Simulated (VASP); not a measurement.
# Nb: single point with PBEsol

Nb:

```xyz
1
Lattice="-1.6353 1.6353 1.6353 1.6353 -1.6353 1.6353 1.6353 1.6353 -1.6353" Properties=species:S:1:pos:R:3 pbc="T T T"
Nb    0.0000    0.0000    0.0000
```

```yaml
Program: VASP 6.6.1
Task: single point
Functional: PBEsol
Potentials_or_basis: VASP PAW PBE potentials, release 64 (Nb_sv)
Cutoff: 520 eV
k_mesh: 22 × 22 × 22
Occupations: fermi-dirac, width 0.1 eV
Spin: no spin polarisation
Dipole_correction: no
Further_INCAR_settings: ALGO = Normal; EDIFF = 1e-06; NBANDS = 12
```

```json
{
 "Pressure": "0.1 GPa"
}
```

Levels at points of the mesh, in eV from the Fermi level:
| k point | band 2 | band 3 | band 4 | band 5 | band 6 | band 7 | band 8 | band 9 | band 10 | band 11 |
| --- | --- | --- | --- | --- | --- | --- | --- | --- | --- | --- |
| (0.00, 0.00, 0.00) | -29.49 | -29.49 | -29.49 | -6.04 | 0.35 | 0.35 | 0.35 | 3.36 | 3.36 | 14.28 |
| (0.50, 0.00, 0.00) | -30.99 | -29.96 | -29.51 | -3.87 | -1.76 | 2.42 | 3.41 | 4.12 | 6.65 | 11.69 |
| (0.50, 0.50, 0.50) | -30.51 | -30.51 | -30.51 | -3.92 | -3.92 | 5.83 | 5.83 | 5.83 | 9.29 | 9.29 |

Run time: 51 s on 1 thread of Intel(R) Xeon(R) Platinum 8488C (Sapphire Rapids), with other jobs on the host, peak memory 0.19 GiB.

Caveat: the PAW data sets were made with another functional, which shifts forces and pressure a little.
